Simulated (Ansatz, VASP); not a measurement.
Si in VASP and in Ansatz

File INCAR:

```
  PREC = Accurate
  ENCUT = 520
  EDIFF = 1E-6
  ISMEAR = 0
  SIGMA = 0.15
  LREAL = False
  LASPH = True
  NELM = 80
  ALGO = Normal
  ISIF = 2
  LWAVE = False
  LCHARG = True
  LELF = True
  LVHAR = True
  NBANDS = 11
```

KPOINTS

```
regular mesh
0
Gamma
  20 20 20
```

The input POSCAR:

```
Si
1.0
   -2.1816625201      2.1816625201      1.2229241587
    2.1816625201     -2.1816625201      1.2229241587
    2.1816625201      2.1816625201     -1.2229241587
Si
2
Direct
    0.2500000000      0.7500000000      0.5000000000
    0.5000000000      0.5000000000      0.0000000000
```

Input for Ansatz:

```yaml
crystal:
  lattice:
    - [-2.1816625201, 2.1816625201, 1.2229241587]
    - [2.1816625201, -2.1816625201, 1.2229241587]
    - [2.1816625201, 2.1816625201, -1.2229241587]
  atoms:
    - { symbol: Si, position: [0.25, 0.75, 0.5] }
    - { symbol: Si, position: [0.5, 0.5, 0.0] }
basis:
  ecutwfc: 420
kpoints:
  mp_grid: { grid: [20, 20, 20] }
hamiltonian:
  xc: lda
scf:
  occupations: { method: gaussian, width: 0.15 }
output:
  forces: true
  stress: true
  eigenvalues: true
```

Change from the starting cell: strain -0.080 along x and y, -0.080 along z, atoms carried along.

Alike in both runs: task single point; functional LDA; k mesh 20 × 20 × 20; occupations gaussian, width 0.15 eV; no spin polarisation.

|  | VASP | Ansatz |
| --- | --- | --- |
| version | VASP 6.6.1 | Ansatz 0.2.0 |
| potentials or method | VASP PAW LDA potentials, release 64 (Si), cutoff 520 eV | scalar-relativistic, plane waves, PAW |
| valence electrons in the cell | 8 | 8 |

VASP gave:

* gap on the k mesh at the Fermi level (eV): none
* pressure (GPa): 48.6
* traceless stress, the component that is largest in VASP (GPa): -8.30

Task: Estimate Ansatz's values.

Result: gap on the k mesh at the Fermi level (eV): none; pressure (GPa): 48.4; traceless stress, the component that is largest in VASP (GPa): -8.26.

LDA's correlation is that of Perdew and Zunger in VASP and of Perdew and Wang (1992) in Ansatz. A gap of «none» marks a metal or a gap that the smearing closes. Both programs put the cell under a high pressure, so it lies far from rest at this level.
